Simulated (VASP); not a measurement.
Set up this calculation in VASP 6.6.1, as the native input.

```
Task                   : single point
Functional             : PBEsol
Potentials or basis    : VASP PAW PBE potentials, release 64 (Sb)
Cutoff                 : 520 eV
k mesh                 : 3 × 3 × 3
Occupations            : gaussian, width 0.1 eV
Spin                   : no spin polarisation
Dipole correction      : no
Further INCAR settings : ALGO = Normal; EDIFF = 1e-06; NBANDS = 42
```

The structure of Sb lies in POSCAR:

```
Sb
1.0
    4.6640010432      2.6927622578      5.1993042282
   -4.6640010432      2.6927622578      5.1993042282
    0.0000000000     -5.3855245155      5.1993042283
Sb
12
Direct
    0.0377394168      0.6600241271      0.0377394168
    0.0377394168      0.0377394168      0.6600241271
    0.6600241271      0.0377394168      0.0377394168
    0.9622605832      0.3399758729      0.9622605832
    0.3399758729      0.9622605832      0.9622605832
    0.9622605832      0.9622605832      0.3399758729
    0.2988737687      0.6290167651      0.2988737687
    0.2988737687      0.2988737687      0.6290167651
    0.6290167651      0.2988737687      0.2988737687
    0.7011262313      0.3709832349      0.7011262313
    0.3709832349      0.7011262313      0.7011262313
    0.7011262313      0.7011262313      0.3709832349
```

One way to write it, as run:

INCAR

```
  ALGO = Normal
  EDIFF = 1E-6
  ENCUT = 520
  GGA = PS
  ISIF = 2
  ISMEAR = 0
  LASPH = True
  LCHARG = False
  LREAL = False
  LWAVE = False
  NBANDS = 42
  NELM = 100
  PREC = Accurate
  SIGMA = 0.1
```

KPOINTS

```
k-points
0
Gamma
  3 3 3
```

Potentials or basis: VASP PAW PBE potentials, release 64 (Sb).

Run with:

```console
$ cat potpaw_PBE.64/Sb/POTCAR > POTCAR
$ mpirun -np 1 vasp_std > vasp.out
```

It gave:

| Item | Value |
| --- | --- |
| Pressure | 0.3 GPa |
| Largest force | 0.029 eV/Å |
| Band gap on the k mesh | zero (band 30 reaches 6.10 eV, above the bottom of band 31 at 5.16 eV) |

Caveat: the PAW data sets were made with another functional, which shifts forces and pressure a little; spin-orbit coupling is left out, which moves the levels of the heavy elements.

Wall time 53 s on 1 thread of Intel(R) Xeon(R) 6975P-C (Granite Rapids), on a shared host, peak memory 0.43 GiB.
